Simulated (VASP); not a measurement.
# WC (Qusongite) (P-6m2) in VASP: notebook

The runs below take WC (Qusongite) through single point, with PBE, PBE+U.

Everything below comes from runs of VASP 6.6.1. Logs are shortened: lines on timing, memory, paths and dates and some standing lists are left out, and cuts for length are marked.

## 1. The cell of the first run

The structure is hexagonal, space group P-6m2 (No. 187). The conventional cell has a = 2.923 Å, b = 2.923 Å, c = 2.846 Å, α = 90.00°, β = 90.00°, γ = 120.00°. W (site symmetry -6m2) has 6 C at 2.21 Å and 2 W at 2.85 Å within 2.9 Å. Within 2.9 Å of C (site symmetry -6m2) lie 6 W at 2.21 Å and 2 C at 2.85 Å.

## 2. Single point, PBE

Contents of INCAR:

```
SYSTEM = WC
PREC = Accurate ; ENCUT = 520
EDIFF = 1E-6 ; ISMEAR = -1
SIGMA = 0.05 ; LREAL = .FALSE.
LASPH = .TRUE. ; NELM = 80
ALGO = Normal ; ISIF = 2
LWAVE = .FALSE. ; LCHARG = .FALSE.
GGA = PE ; NBANDS = 16
```

Contents of KPOINTS:

```
regular mesh
0
G
  10 10 9
  0 0 0
```

Contents of POSCAR:

```
WC
1.0
    2.9225709885      0.0000000000      0.0000000000
   -1.4612854943      2.5310207204      0.0000000000
    0.0000000000      0.0000000000      2.8456480622
W C
1 1
Direct
    0.0000000000      0.0000000000      0.0000000000
    0.6666666667      0.3333333333      0.5000000000
```

Potentials or basis: VASP PAW PBE potentials, release 64 (W_sv, C).

Launch:

```
$ cat potpaw_PBE.64/W_sv/POTCAR potpaw_PBE.64/C/POTCAR > POTCAR
$ mpirun -np 1 vasp_std > vasp.out
```

OUTCAR:

```text
SYSTEM = WC
   PREC = Accurate
   ENCUT = 520
   EDIFF = 1E-6
   ISMEAR = -1
   LREAL = .FALSE.
   LASPH = .TRUE.
   NELM = 80
   ISIF = 2
   GGA = PE

 ion  position               nearest neighbor table
   1  0.000  0.000  0.000-   2 2.21   2 2.21   2 2.21   2 2.21   2 2.21   2 2.21
   2  0.667  0.333  0.500-   1 2.21   1 2.21   1 2.21   1 2.21   1 2.21   1 2.21

  LATTYP: Found a hexagonal cell.
 ALAT       =     2.9225709885
 C/A-ratio  =     0.9736797065

  Lattice vectors:

 A1 = (   2.9225709885,   0.0000000000,   0.0000000000)
 A2 = (  -1.4612854943,   2.5310207204,   0.0000000000)
 A3 = (   0.0000000000,   0.0000000000,   2.8456480622)

Analysis of symmetry for initial positions (statically):
=====================================================================
 Subroutine PRICEL returns:
 Original cell was already a primitive cell.

 Routine SETGRP: Setting up the symmetry group for a
 hexagonal supercell.

 Subroutine GETGRP returns: Found 12 space group operations
 (whereof 12 operations were pure point group operations)
 out of a pool of 24 trial point group operations.

The static configuration has the point symmetry D_3h.

Analysis of symmetry for dynamics (positions and initial velocities):
=====================================================================
 Subroutine PRICEL returns:
 Original cell was already a primitive cell.

 Routine SETGRP: Setting up the symmetry group for a
 hexagonal supercell.

 Subroutine GETGRP returns: Found 12 space group operations
 (whereof 12 operations were pure point group operations)
 out of a pool of 24 trial point group operations.

The dynamic configuration has the point symmetry D_3h.

 Subroutine INISYM returns: Found 12 space group operations
 (whereof 12 operations are pure point group operations),
 and found     1 'primitive' translations

----------------------------------------------------------------------------------------

                                     Primitive cell

  volume of cell :      21.0495

  direct lattice vectors                    reciprocal lattice vectors
     2.922570988  0.000000000  0.000000000     0.342164486  0.197548758  0.000000000
    -1.461285494  2.531020720  0.000000000     0.000000000  0.395097516  0.000000000
     0.000000000  0.000000000  2.845648062     0.000000000  0.000000000  0.351413800

  length of vectors
     2.922570988  2.922570989  2.845648062     0.395097516  0.395097516  0.351413800

  position of ions in fractional coordinates (direct lattice)
     0.000000000  0.000000000  0.000000000
     0.666666667  0.333333333  0.500000000

  ion indices of the primitive-cell ions
   primitive index   ion index
                 1           1
                 2           2

----------------------------------------------------------------------------------------

 KPOINTS: regular mesh

Automatic generation of k-mesh.
 Grid dimensions read from file:
 generate k-points for:   10   10    9

 Generating k-lattice:

  Cartesian coordinates                     Fractional coordinates (reciprocal lattice)
     0.034216449  0.019754876  0.000000000     0.100000000  0.000000000  0.000000000
     0.000000000  0.039509752  0.000000000     0.000000000  0.100000000  0.000000000
     0.000000000  0.000000000  0.039045978     0.000000000  0.000000000  0.111111111

  Length of vectors
     0.039509752  0.039509752  0.039045978

  Shift w.r.t. Gamma in fractional coordinates (k-lattice)
     0.000000000  0.000000000  0.000000000

 Subroutine IBZKPT returns following result:
 ===========================================

 Found     70 irreducible k-points:

 Following reciprocal coordinates:
            Coordinates               Weight
  0.000000  0.000000  0.000000      1.000000
  0.100000  0.000000  0.000000      6.000000
  0.200000  0.000000  0.000000      6.000000
  0.300000  0.000000  0.000000      6.000000
  0.400000  0.000000  0.000000      6.000000
  0.500000  0.000000  0.000000      3.000000
[... 16 lines left out ...]
  0.300000  0.100000  0.111111     24.000000
  0.400000  0.100000  0.111111     24.000000
 [... further k-points ...]
   k-points           NKPTS =     70   k-points in BZ     NKDIM =     70   number of bands    NBANDS=     16
   number of dos      NEDOS =    301   number of ions     NIONS =      2
   total plane-waves  NPLWV =  13824
   dimension x,y,z NGX =    24 NGY =   24 NGZ =   24
   dimension x,y,z NGXF=    48 NGYF=   48 NGZF=   48
   ions per type =               1   1
   NGX,Y,Z   is equivalent  to a cutoff of  13.65, 13.65, 14.02 a.u.
   NGXF,Y,Z  is equivalent  to a cutoff of  27.30, 27.30, 28.04 a.u.
 SYSTEM =  WC
   PREC   = accura    normal or accurate (medium, high low for compatibility)
   ISTART =      0    job   : 0-new  1-cont  2-samecut
   ICHARG =      2    charge: 1-file 2-atom 10-const
   ISPIN  =      1    spin polarized calculation?
   LNONCOLLINEAR =      F non collinear calculations
   LSORBIT =      F    spin-orbit coupling
   LASPH  =      T    aspherical Exc in radial PAW
   ENCUT  =  520.0 eV  38.22 Ry    6.18 a.u.   5.43  5.43  5.29*2*pi/ulx,y,z
   NELM   =     80;   NELMIN=  2; NELMDL= -5     # of ELM steps
   EDIFF  = 0.1E-05   stopping-criterion for ELM
   LREAL  =      F    real-space projection
   EDIFFG = 0.1E-04   stopping-criterion for IOM
   NSW    =      0    number of steps for IOM
   IBRION =     -1    ionic relax: 0-MD 1-quasi-New 2-CG
   NFREE  =      0    steps in history (QN), initial steepest desc. (CG)
   ISIF   =      2    stress and relaxation
   ISYM   =      2    0-nonsym 1-usesym 2-fastsym
   POTIM  = 0.5000    time-step for ionic-motion
   TEBEG  =    0.0;   TEEND  =   0.0 temperature during run
   PSTRESS=    0.0 pullay stress
   NELECT =      18.0000    total number of electrons
   NUPDOWN=      -1.0000    fix difference up-down
   EMIN   =  10.00;   EMAX   =-10.00  energy-range for DOS
[... 5 lines left out ...]
     AMIX     =   0.40;   BMIX     =  1.00
     AMIX_MAG =   1.60;   BMIX_MAG =  1.00
  volume/ion in A,a.u.               =      10.52        71.02
  Fermi-wavevector in a.u.,A,eV,Ry     =   1.553883  2.936413 32.851984  2.414553
  Thomas-Fermi vector in A             =   2.658050
   LORBIT       =      0    0 simple, 1 ext, 2 COOP (PROOUT), +10 PAW based schemes
   GGA     = PE    functional components
   LHFCALC =     F    Hartree Fock is set to
   AEXX    =    0.0000 exact exchange contribution
   IVDW    =     0    specifies the selected vdW correction
   LEPSILON=     F    determine dielectric tensor
   LRPA    =     F    only Hartree local field effects (RPA)
 non-spin polarized calculation
  energy-cutoff  :      520.00
  volume of cell :       21.05
 maximum number of plane-waves:       587
 NGX is ok and might be reduce to    24
   NGX = 11   NGY = 11   NGZ = 11

 number of electron      18.0000000 magnetization

 Free energy of the ion-electron system (eV)
  ---------------------------------------------------
  ext. energy  EPLUGINS =         0.00000000
  ---------------------------------------------------
  free energy    TOTEN  =       -22.45391332 eV

  energy without entropy =      -22.45203657  energy(sigma->0) =      -22.45297495

 E-fermi :  10.8748     XC(G=0): -13.7205

 val. band max:       10.7873446231   @ k =   0.0000   0.0000   0.3333
 cond. band min:      10.8905206637   @ k =   0.1000   0.0000   0.3333
 fundamental gap:      0.1031760406
 Fermi energy:        10.8747920706

 k-point     1 :       0.0000    0.0000    0.0000
  band No.  band energies     occupation
      1     -63.1540      2.00000
      2     -27.1328      2.00000
      3     -27.0396      2.00000
      4     -27.0396      2.00000
      5      -3.4684      2.00000
      6       6.6478      2.00000
[... 8 lines left out ...]
     15      25.0951      0.00000
     16      27.4654      0.00000

 k-point     2 :       0.1000    0.0000    0.0000
  band No.  band energies     occupation
      1     -63.1489      2.00000
      2     -27.1229      2.00000
      3     -27.1166      2.00000
      4     -27.0571      2.00000
      5      -3.2133      2.00000
      6       6.6693      2.00000
[... 8 lines left out ...]
     15      24.6654      0.00000
     16      28.0012      0.00000

 k-point     3 :       0.2000    0.0000    0.0000
  band No.  band energies     occupation
      1     -63.1354      2.00000
      2     -27.3142      2.00000
      3     -27.1026      2.00000
      4     -27.0970      2.00000
      5      -2.5107      2.00000
      6       5.9325      2.00000
[... 8 lines left out ...]
     15      24.4944      0.00000
     16      29.2086      0.00000

 k-point     4 :       0.3000    0.0000    0.0000
  band No.  band energies     occupation
      1     -63.1187      2.00000
      2     -27.5507      2.00000
      3     -27.1583      2.00000
      4     -27.0647      2.00000
      5      -1.5390      2.00000
      6       4.9498      2.00000
[... 8 lines left out ...]
     15      25.3780      0.00000
     16      27.9899      0.00000

 k-point     5 :       0.4000    0.0000    0.0000
  band No.  band energies     occupation
      1     -63.1052      2.00000
      2     -27.7365      2.00000
      3     -27.2029      2.00000
      4     -27.0385      2.00000
      5      -0.6014      2.00000
      6       4.2031      2.00000
[... 8 lines left out ...]
     15      24.6747      0.00000
     16      27.8621      0.00000

 k-point     6 :       0.5000    0.0000    0.0000
  band No.  band energies     occupation
      1     -63.1000      2.00000
      2     -27.8061      2.00000
      3     -27.2198      2.00000
      4     -27.0285      2.00000
      5      -0.1765      2.00000
      6       3.9038      2.00000
[... 8 lines left out ...]
     15      23.5352      0.00000
     16      28.7762      0.00000
[... 267 lines left out ...]
 k-point    21 :       0.1000    0.1000    0.1111
  band No.  band energies     occupation
      1     -63.1351      2.00000
      2     -27.2410      2.00000
      3     -27.1887      2.00000
      4     -27.0863      2.00000
      5      -2.4732      2.00000
      6       6.3716      2.00000
[... 8 lines left out ...]
     15      24.2781      0.00000
     16      28.3719      0.00000

 k-point    22 :       0.2000    0.1000    0.1111
  band No.  band energies     occupation
      1     -63.1200      2.00000
      2     -27.4415      2.00000
      3     -27.1591      2.00000
      4     -27.1501      2.00000
      5      -1.6767      2.00000
      6       5.4879      2.00000
[... 8 lines left out ...]
     15      24.4054      0.00000
     16      28.4072      0.00000

 k-point    23 :       0.3000    0.1000    0.1111
  band No.  band energies     occupation
      1     -63.1050      2.00000
      2     -27.6369      2.00000
      3     -27.2140      2.00000
      4     -27.1280      2.00000
      5      -0.7640      2.00000
      6       4.6207      2.00000
[... 8 lines left out ...]
     15      24.9914      0.00000
     16      27.3155      0.00000

 k-point    24 :       0.4000    0.1000    0.1111
  band No.  band energies     occupation
      1     -63.0956      2.00000
      2     -27.7550      2.00000
      3     -27.2532      2.00000
      4     -27.1087      2.00000
      5      -0.0907      2.00000
      6       4.0575      2.00000
[... 8 lines left out ...]
     15      24.0840      0.00000
     16      28.1328      0.00000

 [... further k-points ...]
[... 5 lines left out ...]
  --------------------------------------------------------------------------------------
  -------------------------------------------------------------------------------------
  Total        0.1308054      0.1308054      0.1646245     -0.0000000      0.0000000      0.0000000
  in kB        9.9562159      9.9562159     12.5303435     -0.0000000      0.0000000      0.0000000
  external PRESSURE =      10.8142585 kB  Pullay stress =       0.0000000 kB

 VOLUME and BASIS-vectors are now :
 -----------------------------------------------------------------------------
  energy-cutoff  :      520.00
  volume of cell :       21.05
      direct lattice vectors                 reciprocal lattice vectors
     2.922570988  0.000000000  0.000000000     0.342164486  0.197548758  0.000000000
    -1.461285494  2.531020720  0.000000000     0.000000000  0.395097516  0.000000000
     0.000000000  0.000000000  2.845648062     0.000000000  0.000000000  0.351413800

 POSITION                                       TOTAL-FORCE (eV/Angst)
 -----------------------------------------------------------------------------------
      0.00000      0.00000      0.00000        -0.000000      0.000000      0.000000
      1.46129      0.84367      1.42282         0.000000     -0.000000      0.000000
 -----------------------------------------------------------------------------------
    total drift:                                0.000000     -0.000000      0.000000

  FREE ENERGIE OF THE ION-ELECTRON SYSTEM (eV)
  ---------------------------------------------------
  free  energy   TOTEN  =       -22.4539133231 eV

  energy  without entropy=      -22.4520365705  energy(sigma->0) =      -22.45297495
```

Wall time 8.5 s (1 thread of Intel Xeon 6975P-C (Granite Rapids), shared host); peak memory 0.15 GiB.

What came out:

```yaml
Free_energy: -22.4539 eV
Pressure: 1.1 GPa
Band_gap_on_the_k_mesh: zero (band 9 reaches 11.54 eV, above the bottom of band 10 at 10.35 eV)
```

Caveat: spin-orbit coupling is left out, which moves the levels of the heavy elements.

(Part 1 of 2 ends here.)
